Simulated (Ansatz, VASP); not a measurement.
## ZrH3: VASP beside Ansatz

INCAR

```
PREC = Accurate ; ENCUT = 520
EDIFF = 1E-6 ; ISMEAR = -1
SIGMA = 0.01 ; LREAL = False
LASPH = True ; NELM = 60
ALGO = Normal ; ISIF = 2
LWAVE = False ; LCHARG = True
GGA = PS ; LELF = True
LVHAR = True ; NBANDS = 16
```

File KPOINTS:

```
regular mesh
0
Gamma
  7 7 7
```

The input POSCAR:

```
ZrH3
1.0
    3.1671747964      0.0000000000      0.0000000000
    0.0000000000      3.1671747964      0.0000000000
    0.0000000000      0.0000000000      3.1671747964
Zr H
1 3
Direct
    0.0000000000      0.0000000000      0.0000000000
    0.0000000000      0.5000000000      0.5000000000
    0.5000000000      0.0000000000      0.5000000000
    0.5000000000      0.5000000000      0.0000000000
```

Input for Ansatz:

```yaml
crystal:
  lattice:
    - [3.167174796399219, 0.0, 0.0]
    - [0.0, 3.167174796399219, 0.0]
    - [0.0, 0.0, 3.167174796399219]
  atoms:
    - { symbol: Zr, position: [0.0, 0.0, 0.0] }
    - { symbol: H, position: [0.0, 0.5, 0.5] }
    - { symbol: H, position: [0.5, 0.0, 0.5] }
    - { symbol: H, position: [0.5, 0.5, 0.0] }
basis:
  ecutwfc: 639.467576780718
  ecutrho_ratio: 8
kpoints:
  mp_grid:
    grid: [7, 7, 7]
hamiltonian:
  xc: pbesol
scf:
  n_extra_bands: 2
  convergence:
    dr2_threshold: 1.0e-07
  mixing:
    algorithm: anderson
    preconditioner: local_kerker
  occupations:
    method: fermi_dirac
    width: 0.01
output:
  stress: true
```

Alike in both runs: task single point; functional PBEsol; k mesh 7 × 7 × 7; occupations fermi-dirac, width 0.01 eV; no spin polarisation.

```csv
,VASP,Ansatz
version,VASP 6.6.1,Ansatz 0.2.0
potentials or method,"VASP PAW PBE potentials, release 64 (Zr_sv, H), cutoff 520 eV","plane waves, PAW"
valence electrons in the cell,15,15
```

```tsv
	VASP	Ansatz	Ansatz less VASP
pressure (GPa)	-9.0	-9.0	+0.02
```

VASP's potentials were made for PBE, not for PBEsol. With one functional, cell and mesh, what is left measures potentials, basis and numerics. Ansatz's warnings: stress scf threshold loose.
